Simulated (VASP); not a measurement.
A run of VASP 6.6.1:

Contents of INCAR:

```
SYSTEM = CaCSe3
PREC = Accurate
ENCUT = 520
EDIFF = 1E-8
ISMEAR = -1
SIGMA = 0.15
LREAL = .False.
LASPH = .True.
NELM = 80
ALGO = Normal
ISIF = 2
LWAVE = .False.
LCHARG = .False.
IBRION = 8
NSW = 1
```

Contents of KPOINTS:

```
Automatic mesh
0
Gamma
  8 8 8
  0 0 0
```

Contents of POSCAR:

```
CaCSe3
1.0
    4.4763000000      0.0000000000      0.0000000000
    0.0000000000      4.4763000000      0.0000000000
    0.0000000000      0.0000000000      4.4763000000
Ca C Se
1 1 3
Direct
    0.0000000000      0.0000000000      0.0000000000
    0.5000000000      0.5000000000      0.5000000000
    0.5000000000      0.5000000000      0.0000000000
    0.5000000000      0.0000000000      0.5000000000
    0.0000000000      0.5000000000      0.5000000000
```

Potentials or basis: VASP PAW LDA potentials, release 64 (Ca_sv, C, Se).

The run is started by

```console
$ cat potpaw_LDA.64/Ca_sv/POTCAR potpaw_LDA.64/C/POTCAR potpaw_LDA.64/Se/POTCAR > POTCAR
$ mpirun -np 1 vasp_std > vasp.out
```

Hardware: 1 thread of Intel(R) Xeon(R) Platinum 8488C (Sapphire Rapids), on a shared host.

Q: How long does it take, and how much memory?

A: Run time: 16 min on 1 thread of Intel(R) Xeon(R) Platinum 8488C (Sapphire Rapids), with other jobs on the host, peak memory 0.61 GiB. Counts: scf iterations 84, k points 35.
